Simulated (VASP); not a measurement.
Input of a VASP 6.6.1 run:

File POSCAR:

```
InAs
1.0
    0.0000000000      3.1462281872      3.1462281872
    3.1462281872      0.0000000000      3.1462281872
    3.1462281872      3.1462281872      0.0000000000
In As
1 1
Direct
    0.0000000000      0.0000000000      0.0000000000
    0.2500000000      0.2500000000      0.2500000000
```

The input INCAR.step1:

```
SYSTEM = InAs
PREC = Accurate
ENCUT = 520
ISMEAR = -1
SIGMA = 0.02
LREAL = .FALSE.
LASPH = .TRUE.
NELM = 80
NBANDS = 16
GGA = PE
ALGO = Normal
EDIFF = 1E-4
LWAVE = .TRUE.
LCHARG = .FALSE.
```

File INCAR.step2:

```
SYSTEM = InAs
PREC = Accurate
ENCUT = 520
EDIFF = 1E-7
ISMEAR = -1
SIGMA = 0.02
LREAL = .FALSE.
LASPH = .TRUE.
NELM = 80
ALGO = Normal
ISIF = 2
LWAVE = .FALSE.
LCHARG = .TRUE.
METAGGA = R2SCAN
LMIXTAU = .TRUE.
LELF = .TRUE.
LVHAR = .TRUE.
NBANDS = 16
ISTART = 1
```

KPOINTS

```
regular mesh
0
G
  8 8 8
  0 0 0
```

Potentials or basis: VASP PAW PBE potentials, release 64 (In_d, As).

Command:

```bash
$ cat potpaw_PBE.64/In_d/POTCAR potpaw_PBE.64/As/POTCAR > POTCAR
$ cp INCAR.step1 INCAR
$ mpirun -np 1 vasp_std > vasp.out
$ cp INCAR.step2 INCAR
$ mpirun -np 1 vasp_std > vasp.out
```

Q: What does it give for the band gap on the k mesh?

A: Zero (filled and empty bands touch).

Q: Predict the pressure.

A: -4.1 GPa.

Caveat: the cell differs from its parent crystal (strain +3.0%); the cell stands under tension; semilocal functionals underestimate gaps, and a narrow one can read as zero; the PAW data sets were made with another functional, which shifts forces and pressure a little; spin-orbit coupling is left out, which moves the levels of the heavy elements.
